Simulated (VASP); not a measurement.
HfO2: single point with revPBE+D3(BJ)

The system is HfO2.

```xyz
6
Lattice="3.5893 0.0000 0.0000 0.0000 3.5893 0.0000 0.0000 0.0000 5.2160" Properties=species:S:1:pos:R:3 pbc="T T T"
Hf    1.7947    1.7947    2.6080
Hf    0.0000    0.0000    0.0000
O     0.0000    1.7947    3.6374
O     1.7947    0.0000    4.1866
O     1.7947    0.0000    1.5786
O     0.0000    1.7947    1.0294
```

```yaml
Program: VASP 6.6.1
Task: single point
Functional: revPBE
Dispersion: D3(BJ)
Potentials_or_basis: VASP PAW PBE potentials, release 64 (Hf_pv, O)
Cutoff: 520 eV
k_mesh: 6 × 6 × 4
Occupations: gaussian, width 0.01 eV
Spin: no spin polarisation
```

- Pressure: -3.4 GPa
- Largest force: 0.045 eV/Å
- Band gap on the k mesh: 4.71 eV (least direct gap 4.78 eV)
- Dispersion energy per atom: -0.436 eV

Forces on the atoms (eV/Å):
```
Hf   0.000  0.000  0.000
Hf   0.000  0.000  0.000
O    0.000  0.000 -0.045
O    0.000  0.000  0.045
O    0.000  0.000  0.045
O    0.000  0.000 -0.045
```

Stress tensor (GPa, compression positive):
```
-3.42  0.00  0.00
 0.00 -3.42  0.00
 0.00  0.00 -3.27
```

Levels at points of the mesh, in eV from the valence-band top:
```tsv
k point	band 18	band 19	band 20	band 21	band 22	band 23	band 24	band 25	band 26	band 27
(0.00, 0.00, 0.00)	-1.30	-0.66	-0.14	-0.07	-0.07	4.71	4.73	5.90	6.09	6.43
(0.50, 0.00, 0.00)	-2.11	-1.42	-1.42	-0.14	-0.14	5.10	5.10	6.06	6.06	7.34
(0.50, 0.50, 0.00)	-1.03	-0.77	-0.77	-0.53	-0.53	5.71	5.71	6.05	6.05	7.08
(0.00, 0.00, 0.50)	-2.67	-0.66	-0.66	0.00	0.00	5.33	5.33	5.63	5.63	8.65
(0.50, 0.00, 0.50)	-1.87	-1.38	-1.38	-0.94	-0.94	5.23	5.23	5.57	5.57	7.31
(0.50, 0.50, 0.50)	-1.87	-1.39	-1.39	-0.06	-0.06	5.89	5.89	6.23	6.23	7.23
```

Run time: 52 s on 1 thread of Intel(R) Xeon(R) Platinum 8488C (Sapphire Rapids), on a shared host, peak memory 0.22 GiB.

Caveat: the cell stands under tension; the PAW data sets were made with another functional, which shifts forces and pressure a little; spin-orbit coupling is left out, which moves the levels of the heavy elements. A k mesh can miss the band edges.
